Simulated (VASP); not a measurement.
Runs of VASP 6.6.1 on CdS. The structure is that of space group P6_3mc (No. 186), or close to it. The cells are those of the table. 

| task | cell | gap on the mesh (eV) | pressure (GPa) | largest force (eV/Å) |
| --- | --- | --- | --- | --- |
| single point | a = 4.135, b = 4.117, c = 6.749 Å, angles 89.8, 89.4, 119.6°, 4 atoms | 1.21 | 2.9 | 0.30 |
| single point | a = 4.093, b = 4.093, c = 6.749 Å, angles 90.0, 90.0, 120.0°, 4 atoms | 1.26 | 4.4 | 0.36 |
| electric field gradients | a = 4.011, b = 4.011, c = 6.749 Å, angles 90.0, 90.0, 120.0°, 4 atoms | 1.32 | 7.9 | 0.59 |
| single point | a = 4.217, b = 4.217, c = 6.749 Å, angles 90.0, 90.0, 120.0°, 4 atoms | (a) | (b) | 0.12 |
| single point | a = 4.011, b = 4.011, c = 6.749 Å, angles 90.0, 90.0, 120.0°, 4 atoms | 1.32 | 7.9 | 0.59 |

Alike in all rows: level PBE; potentials or basis VASP PAW PBE potentials, release 64 (Cd, S); no spin polarisation; k mesh 7 × 7 × 4; cutoff (eV) 520; smearing fermi-dirac 0.01 eV.

Question: Fill in the values left out.

Answer: (a) 1.13; (b) 0.4.

Caveats: the stress differs along the axes, from 3 to 10 GPa (at least some runs); the cell stands under pressure (at least some runs).

A k mesh can miss the band edges, and the runs leave out spin-orbit coupling on Cd.
